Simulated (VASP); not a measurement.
# MnO2 (P-3m1) in VASP: a series of runs

MnO2 is run at these levels: PBEsol, PBE+D4; tasks: single point.

Program: VASP 6.6.1. These are calculated values, not measurements. Logs are shortened: lines on timing, memory, paths and dates and some standing lists are left out, and cuts for length are marked.

**1. The cell of the first run**

It takes space group P-3m1 (No. 164, trigonal). Conventional cell: a = 2.857 Å, b = 2.857 Å, c = 4.601 Å, α = 90.00°, β = 90.00°, γ = 120.00°. Within 2.5 Å of Mn (site symmetry -3m) lie 6 O at 1.90 Å. O (site symmetry 3m) has 3 Mn at 1.90 Å within 2.5 Å.

**2. Single point, PBEsol, collinear spin, ferromagnetic start**

INCAR

```
PREC     = Accurate       # precision mode
ENCUT    = 600            # plane-wave cutoff, eV
EDIFF    = 1E-6           # SCF threshold, eV
ISMEAR   = -1             # smearing method
SIGMA    = 0.05           # smearing width, eV
LREAL    = F              # projectors in reciprocal space
LASPH    = T              # aspherical terms in the spheres
NELM     = 200            # most SCF steps
ALGO     = Normal         # electronic algorithm
ISIF     = 2              # what is computed and relaxed
LWAVE    = F              # write WAVECAR
LCHARG   = F              # write CHGCAR
ISPIN    = 2              # spin polarisation
MAGMOM   = 4 0 0          # initial moments
LORBIT   = 11             # projections on sites
LMAXMIX  = 4              # l up to which the mixer works
GGA      = PS             # functional
NBANDS   = 24             # bands
GGA_COMPAT= F
```

KPOINTS

```
Automatic mesh
0
Gamma
  9 9 5
```

POSCAR

```
MnO2
1.0
    2.8565781804      0.0000000000      0.0000000000
   -1.4282890902      2.4738692722      0.0000000000
    0.0000000000      0.0000000000      4.6013740589
Mn O
1 2
Direct
    0.0000000000      0.0000000000      0.5000000000
    0.3333333333      0.6666666667      0.7044671758
    0.6666666667      0.3333333333      0.2955328242
```

Potentials or basis: VASP PAW PBE potentials, release 64 (Mn_sv, O).

Started as:

```sh
$ cat potpaw_PBE.64/Mn_sv/POTCAR potpaw_PBE.64/O/POTCAR > POTCAR
$ mpirun -np 1 vasp_std > vasp.out
```

OUTCAR:

```text
PREC = Accurate
   ENCUT = 600
   EDIFF = 1E-6
   ISMEAR = -1
   LREAL = F
   LASPH = T
   NELM = 200
   ISIF = 2
   ISPIN = 2
   LORBIT = 11
   GGA = PS

 ion  position               nearest neighbor table
   1  0.000  0.000  0.500-   2 1.90   3 1.90   3 1.90   2 1.90   3 1.90   2 1.90
   2  0.333  0.667  0.704-   1 1.90   1 1.90   1 1.90
   3  0.667  0.333  0.296-   1 1.90   1 1.90   1 1.90

  LATTYP: Found a hexagonal cell.
 ALAT       =     2.8565781804
 C/A-ratio  =     1.6107992739

  Lattice vectors:

 A1 = (   2.8565781804,   0.0000000000,   0.0000000000)
 A2 = (  -1.4282890902,   2.4738692722,   0.0000000000)
 A3 = (   0.0000000000,   0.0000000000,   4.6013740589)

Analysis of symmetry for initial positions (statically):
=====================================================================
 Subroutine PRICEL returns:
 Original cell was already a primitive cell.

 Routine SETGRP: Setting up the symmetry group for a
 hexagonal supercell.

 Subroutine GETGRP returns: Found 12 space group operations
 (whereof 12 operations were pure point group operations)
 out of a pool of 24 trial point group operations.

The static configuration has the point symmetry D_3d.

Analysis of symmetry for dynamics (positions and initial velocities):
=====================================================================
 Subroutine PRICEL returns:
 Original cell was already a primitive cell.

 Routine SETGRP: Setting up the symmetry group for a
 hexagonal supercell.

 Subroutine GETGRP returns: Found 12 space group operations
 (whereof 12 operations were pure point group operations)
 out of a pool of 24 trial point group operations.

The dynamic configuration has the point symmetry D_3d.

Analysis of structural, dynamic, and magnetic symmetry:
=====================================================================
 Subroutine PRICEL returns:
 Original cell was already a primitive cell.

 Routine SETGRP: Setting up the symmetry group for a
 hexagonal supercell.

 Subroutine GETGRP returns: Found 12 space group operations
 (whereof 12 operations were pure point group operations)
 out of a pool of 24 trial point group operations.

The overall configuration has the point symmetry D_3d.

 Subroutine INISYM returns: Found 12 space group operations
 (whereof 12 operations are pure point group operations),
 and found     1 'primitive' translations

----------------------------------------------------------------------------------------

                                     Primitive cell

  volume of cell :      32.5170

  direct lattice vectors                    reciprocal lattice vectors
     2.856578180  0.000000000  0.000000000     0.350069187  0.202112539  0.000000000
    -1.428289090  2.473869272  0.000000000     0.000000000  0.404225078  0.000000000
     0.000000000  0.000000000  4.601374059     0.000000000  0.000000000  0.217326387

  length of vectors
     2.856578180  2.856578180  4.601374059     0.404225078  0.404225078  0.217326387

  position of ions in fractional coordinates (direct lattice)
     0.000000000  0.000000000  0.500000000
     0.333333333  0.666666667  0.704467176
     0.666666667  0.333333333  0.295532824

  ion indices of the primitive-cell ions
   primitive index   ion index
                 1           1
                 2           2
                 3           3

----------------------------------------------------------------------------------------

 KPOINTS: Automatic mesh

Automatic generation of k-mesh.
 Grid dimensions read from file:
 generate k-points for:    9    9    5

 Generating k-lattice:

  Cartesian coordinates                     Fractional coordinates (reciprocal lattice)
     0.038896576  0.022456949  0.000000000     0.111111111  0.000000000  0.000000000
     0.000000000  0.044913898  0.000000000     0.000000000  0.111111111  0.000000000
     0.000000000  0.000000000  0.043465277     0.000000000  0.000000000  0.200000000

  Length of vectors
     0.044913898  0.044913898  0.043465277

  Shift w.r.t. Gamma in fractional coordinates (k-lattice)
     0.000000000  0.000000000  0.000000000

 Subroutine IBZKPT returns following result:
 ===========================================

 Found     50 irreducible k-points:

 Following reciprocal coordinates:
            Coordinates               Weight
  0.000000  0.000000  0.000000      1.000000
  0.111111  0.000000  0.000000      6.000000
  0.222222  0.000000  0.000000      6.000000
  0.333333  0.000000  0.000000      6.000000
  0.444444  0.000000  0.000000      6.000000
  0.111111  0.111111  0.000000      6.000000
[... 16 lines left out ...]
  0.222222  0.111111  0.200000     12.000000
 -0.111111  0.333333  0.200000     12.000000
 [... further k-points ...]
   k-points           NKPTS =     50   k-points in BZ     NKDIM =     50   number of bands    NBANDS=     24
   number of dos      NEDOS =    301   number of ions     NIONS =      3
   total plane-waves  NPLWV =  23040
[... 28 lines left out ...]
   EMIN   =  10.00;   EMAX   =-10.00  energy-range for DOS
   EFERMI =   0.00;   METHOD = LEGACY
   ISMEAR =    -1;   SIGMA  =   0.05  broadening in eV -4-tet -1-fermi 0-gaus
   EFERMI_NEDOS =   21; number of points for ismear=-14 and -15
   IALGO  =     38    algorithm
   IMIX   =      4    mixing-type and parameters
     AMIX     =   0.40;   BMIX     =  1.00
     AMIX_MAG =   1.60;   BMIX_MAG =  1.00
  volume/ion in A,a.u.               =      10.84        73.15
  Fermi-wavevector in a.u.,A,eV,Ry     =   1.538719  2.907757 32.213913  2.367656
  Thomas-Fermi vector in A             =   2.645048
   LORBIT       =     11    0 simple, 1 ext, 2 COOP (PROOUT), +10 PAW based schemes
   GGA     = PS    functional components
   LHFCALC =     F    Hartree Fock is set to
   AEXX    =    0.0000 exact exchange contribution
   IVDW    =     0    specifies the selected vdW correction
   LEPSILON=     F    determine dielectric tensor
   LRPA    =     F    only Hartree local field effects (RPA)
 spin polarized calculation
  energy-cutoff  :      600.00
  volume of cell :       32.52
 maximum number of plane-waves:      1098
 NGX is ok and might be reduce to    24
   NGX = 11   NGY = 11   NGZ = 19

 number of electron      27.0000004 magnetization       3.0000775

 Free energy of the ion-electron system (eV)
  ---------------------------------------------------
  ext. energy  EPLUGINS =         0.00000000
  ---------------------------------------------------
  free energy    TOTEN  =       -25.25307468 eV

  energy without entropy =      -25.25305206  energy(sigma->0) =      -25.25306337

 E-fermi :   4.7613     XC(G=0): -11.0847

 val. band max:        4.4025422814   @ k =   0.0000   0.1111   0.4000
 cond. band min:       5.1026208350   @ k =   0.0000   0.0000   0.4000
 fundamental gap:      0.7000785536
 Fermi energy:         4.7612910313

 spin component 1

 k-point     1 :       0.0000    0.0000    0.0000
  band No.  band energies     occupation
      1     -76.9877      1.00000
      2     -45.7570      1.00000
      3     -45.7570      1.00000
      4     -45.7519      1.00000
      5     -15.3445      1.00000
      6     -12.9269      1.00000
[... 16 lines left out ...]
     23      26.2472      0.00000
     24      27.8173      0.00000
[... 598 lines left out ...]
      2     -45.8586      1.00000
      3     -45.7872      1.00000
      4     -45.7341      1.00000
      5     -14.3626      1.00000
      6     -13.2463      1.00000
[... 16 lines left out ...]
     23      23.2918      0.00000
     24      25.3403      0.00000

 [... further k-points ...]

 spin component 2

 k-point     1 :       0.0000    0.0000    0.0000
  band No.  band energies     occupation
      1     -73.8279      1.00000
      2     -42.7224      1.00000
      3     -42.7224      1.00000
      4     -42.5494      1.00000
      5     -15.1641      1.00000
      6     -12.7992      1.00000
[... 16 lines left out ...]
     23      26.7064      0.00000
     24      28.7336      0.00000
[... 598 lines left out ...]
      2     -42.8430      1.00000
      3     -42.7575      1.00000
      4     -42.5268      1.00000
      5     -14.1945      1.00000
      6     -13.0991      1.00000
[... 16 lines left out ...]
     23      23.8548      0.00000
     24      25.7367      0.00000

 [... further k-points ...]

------------------------ aborting loop because EDIFF is reached ----------------------------------------

  FORCE on cell =-STRESS in cart. coord.  units (eV):
  Direction    XX          YY          ZZ          XY          YZ          ZX
  --------------------------------------------------------------------------------------
  -------------------------------------------------------------------------------------
  Total       -0.5840282     -0.5840282     -0.0662258      0.0000000     -0.0000000      0.0000000
  in kB      -28.7762354    -28.7762354     -3.2630786      0.0000000     -0.0000000      0.0000000
  external PRESSURE =     -20.2718498 kB  Pullay stress =       0.0000000 kB

 VOLUME and BASIS-vectors are now :
 -----------------------------------------------------------------------------
  energy-cutoff  :      600.00
  volume of cell :       32.52
      direct lattice vectors                 reciprocal lattice vectors
     2.856578180  0.000000000  0.000000000     0.350069187  0.202112539  0.000000000
    -1.428289090  2.473869272  0.000000000     0.000000000  0.404225078  0.000000000
     0.000000000  0.000000000  4.601374059     0.000000000  0.000000000  0.217326387

 POSITION                                       TOTAL-FORCE (eV/Angst)
 -----------------------------------------------------------------------------------
      0.00000      0.00000      2.30069        -0.000000      0.000000      0.000000
     -0.00000      1.64925      3.24152         0.000000      0.000000     -0.007057
      1.42829      0.82462      1.35986         0.000000     -0.000000      0.007057
 -----------------------------------------------------------------------------------
    total drift:                                0.000000     -0.000000     -0.000000

  FREE ENERGIE OF THE ION-ELECTRON SYSTEM (eV)
  ---------------------------------------------------
  free  energy   TOTEN  =       -25.2530746773 eV

  energy  without entropy=      -25.2530520588  energy(sigma->0) =      -25.25306337

 total charge

# of ion       s       p       d       tot
------------------------------------------
    1        2.207   6.113   4.462  12.782
    2        1.573   3.408   0.000   4.981
    3        1.573   3.408   0.000   4.981
--------------------------------------------------
tot          5.353  12.929   4.462  22.745

 magnetization (x)

# of ion       s       p       d       tot
------------------------------------------
    1        0.024   0.018   2.677   2.719
    2        0.004   0.039   0.000   0.042
    3        0.004   0.039   0.000   0.042
--------------------------------------------------
tot          0.031   0.095   2.677   2.803
```

It took 59 s on 1 thread of Intel Xeon Platinum 8375C at 2.90GHz (Ice Lake), shared host; peak memory 0.21 GiB.

Results:

| Item | Value |
| --- | --- |
| Free energy | -25.2531 eV |
| Pressure | -2.0 GPa |
| Largest force | 0.007 eV/Å |
| Band gap on the k mesh | 0.70 eV, indirect (least direct gap 0.76 eV) |
| Net moment | 3.00 μB per cell |
| Site moments | Mn +2.72; O +0.04 μB |
| Valence electrons inside the program's atomic spheres | Mn 12.78; O 4.98 |

Forces on the atoms (eV/Å):
```
Mn   0.000  0.000  0.000
O    0.000  0.000 -0.007
O    0.000  0.000  0.007
```

Stress tensor (GPa, compression positive):
```
-2.88  0.00  0.00
 0.00 -2.88  0.00
 0.00  0.00 -0.33
```

Caveat: the PAW data sets were made with another functional, which shifts forces and pressure a little; a cell with one magnetic atom can't hold antiferromagnetic order, which such compounds often take. As with any semilocal functional, this PBEsol gap is likely too small.

**3. Single point, PBE+D4, collinear spin, ferromagnetic start (volume scaled by 0.8)**

INCAR

```
ALGO = Normal ; EDIFF = 1E-6
ENCUT = 520 ; GGA = PE
ISIF = 2 ; ISMEAR = -1
ISPIN = 2 ; IVDW = 13
LASPH = True ; LCHARG = False
LMAXMIX = 4 ; LORBIT = 11
LREAL = False ; LWAVE = False
MAGMOM = 4 0 0 ; NBANDS = 24
NELM = 150 ; PREC = Accurate
SIGMA = 0.15
```

KPOINTS

```
k-points
0
Gamma
  11 11 6
```

POSCAR

```
MnO2
1.0
    2.6518122769      0.0000000000      0.0000000000
   -1.3259061384      2.2965367979      0.0000000000
    0.0000000000      0.0000000000      4.2715372902
Mn O
1 2
Direct
    0.0000000000      0.0000000000      0.5000000000
    0.3333333333      0.6666666667      0.7062925700
    0.6666666667      0.3333333333      0.2937074300
```

Potentials or basis: VASP PAW PBE potentials, release 64 (Mn_pv, O).

Started as:

```sh
$ cat potpaw_PBE.64/Mn_pv/POTCAR potpaw_PBE.64/O/POTCAR > POTCAR
$ mpirun -np 1 vasp_std > vasp.out
```

It used 260 s of CPU time on 1 thread of AMD EPYC 7R13 Processor (Zen 3), with other jobs on the host.

Results (log left out):

```yaml
Free_energy: -22.9764 eV
Pressure: 76.9 GPa
Largest_force: 4.793 eV/Å
Net_moment: 2.89 μB per cell
Site_moments: Mn +2.57; O +0.12 μB
Valence_electrons_inside_the_program's_atomic_spheres: Mn 12.44; O 5.15
Dispersion_energy_per_atom: -0.227 eV
```

Forces on the atoms (eV/Å):
```
Mn   0.000  0.000  0.000
O    0.000  0.000  4.793
O    0.000  0.000 -4.793
```

Stress tensor (GPa, compression positive):
```
88.49  0.00  0.00
 0.00 88.49  0.00
 0.00  0.00 53.82
```

Levels at points of the mesh, in eV from the Fermi level:
Spin up:
| k point | band 10 | band 11 | band 12 | band 13 | band 14 | band 15 | band 16 | band 17 | band 18 | band 19 |
| --- | --- | --- | --- | --- | --- | --- | --- | --- | --- | --- |
| (0.00, 0.00, 0.00) | -3.03 | -2.40 | -2.40 | -2.36 | -0.43 | 3.57 | 3.57 | 8.27 | 11.08 | 16.74 |
| (0.00, 0.00, 0.50) | -3.04 | -3.04 | -2.46 | -2.46 | 0.08 | 3.65 | 3.65 | 10.13 | 11.53 | 13.56 |
Spin down:
| k point | band 9 | band 10 | band 11 | band 12 | band 13 | band 14 |
| --- | --- | --- | --- | --- | --- | --- |
| (0.00, 0.00, 0.00) | -2.18 | -2.18 | -2.02 | -0.12 | -0.12 | 2.20 |
| (0.00, 0.00, 0.50) | -3.88 | -2.25 | -2.25 | -0.13 | -0.13 | 2.52 |

Caveat: the cell differs from its parent crystal (volume scaled by 0.8); a cell with one magnetic atom can't hold antiferromagnetic order, which such compounds often take; semilocal functionals often make such compounds metallic where correlation or magnetic order opens a gap, which also shifts bond lengths; pairwise dispersion overbinds metals, which lowers pressure and volume; forces of over 1 eV/Å act on the atoms, so gaps and moduli don't describe the material at rest.

**4. Single point, PBEsol, collinear spin, ferromagnetic start**

This run uses another cell than the first one, of 10.62 Å³/atom, 0.980 times its volume.

INCAR

```
SYSTEM = MnO2
PREC = Accurate
ENCUT = 600
EDIFF = 1E-6
ISMEAR = -1
SIGMA = 0.05
LREAL = .False.
LASPH = .True.
NELM = 200
ALGO = Normal
ISIF = 2
LWAVE = .False.
LCHARG = .True.
ISPIN = 2
MAGMOM = 4 0 0
LORBIT = 11
LMAXMIX = 4
GGA = PS
LELF = .True.
LVHAR = .True.
NBANDS = 24
GGA_COMPAT = .False.
```

KPOINTS

```
regular mesh
0
Gamma
  9 9 5
  0 0 0
```

POSCAR

```
MnO2
1.0
    2.8565781804      0.0000000000      0.0000000000
   -1.4282890902      2.4738692722      0.0000000000
    0.0000000000      0.0000000000      4.5093465777
Mn O
1 2
Direct
    0.0000000000      0.0000000000      0.5000000000
    0.3333333333      0.6666666667      0.7084741942
    0.6666666667      0.3333333333      0.2915258058
```

Potentials or basis: VASP PAW PBE potentials, release 64 (Mn_sv, O).

Started as:

```sh
$ cat potpaw_PBE.64/Mn_sv/POTCAR potpaw_PBE.64/O/POTCAR > POTCAR
$ mpirun -np 1 vasp_std > vasp.out
```

Run time: 1.9 min. Hardware: 1 thread of Intel Xeon Platinum 8488C (Sapphire Rapids), shared host; peak memory 0.21 GiB.

The run converged. Its results:

```
Free energy                                           : -25.2487 eV
Pressure                                              : -1.8 GPa
Largest force                                         : 0.008 eV/Å
Band gap on the k mesh                                : 0.68 eV, indirect (least direct gap 0.74 eV)
Net moment                                            : 3.00 μB per cell
Site moments                                          : Mn +2.72; O +0.04 μB
Valence electrons inside the program's atomic spheres : Mn 12.78; O 4.98
```

Forces on the atoms (eV/Å):
```
Mn   0.000  0.000  0.000
O    0.000  0.000 -0.008
O    0.000  0.000  0.008
```

Stress tensor (GPa, compression positive):
```
-2.75  0.00  0.00
 0.00 -2.75  0.00
 0.00  0.00  0.13
```

Levels at points of the mesh, in eV from the valence-band top:
Spin up:
```tsv
k point	band 12	band 13	band 14	band 15	band 16	band 17	band 18	band 19
(0.00, 0.00, 0.00)	-1.56	-1.56	-1.23	-0.38	2.82	2.82	6.97	10.10
```
Spin down:
| k point | band 8 | band 9 | band 10 | band 11 | band 12 | band 13 | band 14 | band 15 | band 16 | band 17 |
| --- | --- | --- | --- | --- | --- | --- | --- | --- | --- | --- |
| (0.00, 0.00, 0.00) | -5.26 | -5.26 | -1.47 | -1.47 | -1.05 | 0.69 | 0.69 | 2.36 | 4.20 | 4.20 |

Caveat: the PAW data sets were made with another functional, which shifts forces and pressure a little; a cell with one magnetic atom can't hold antiferromagnetic order, which such compounds often take.

**5. The runs side by side**

| level | potentials or basis | cell | k mesh | cutoff (eV) | smearing | second run | gap on the mesh (eV) | pressure (GPa) | moment (μB) | largest force (eV/Å) |
| --- | --- | --- | --- | --- | --- | --- | --- | --- | --- | --- |
| PBEsol | VASP PAW PBE potentials, release 64 (Mn_sv, O) | a = 2.857, b = 2.857, c = 4.601 Å, angles 90.0, 90.0, 120.0°, 3 atoms | 9 × 9 × 5 | 600 | fermi-dirac 0.05 eV | valence_matched | 0.70 | -2.0 | 3.00 | 0.01 |
| PBE+D4 | VASP PAW PBE potentials, release 64 (Mn_pv, O) | a = 2.652, b = 2.652, c = 4.272 Å, angles 90.0, 90.0, 120.0°, 3 atoms | 11 × 11 × 6 | 520 | fermi-dirac 0.15 eV | - | none | 76.9 | 2.89 | 4.79 |
| PBEsol | VASP PAW PBE potentials, release 64 (Mn_sv, O) | a = 2.857, b = 2.857, c = 4.509 Å, angles 90.0, 90.0, 120.0°, 3 atoms | 9 × 9 × 5 | 600 | fermi-dirac 0.05 eV | valence_matched | 0.68 | -1.8 | 3.00 | 0.01 |

Alike in all rows: task single point; spin collinear, ferromagnetic start.

Caveats: a cell with one magnetic atom can't hold antiferromagnetic order, which such compounds often take; the PAW data sets were made with another functional, which shifts forces and pressure a little (some runs); semilocal functionals often make such compounds metallic where correlation or magnetic order opens a gap, which also shifts bond lengths (some runs); pairwise dispersion overbinds metals, which lowers pressure and volume (some runs); forces of over 1 eV/Å act on the atoms, so gaps and moduli don't describe the material at rest (some runs).

Total energies depend on the potentials used, so only differences within one code and one set of settings carry meaning.
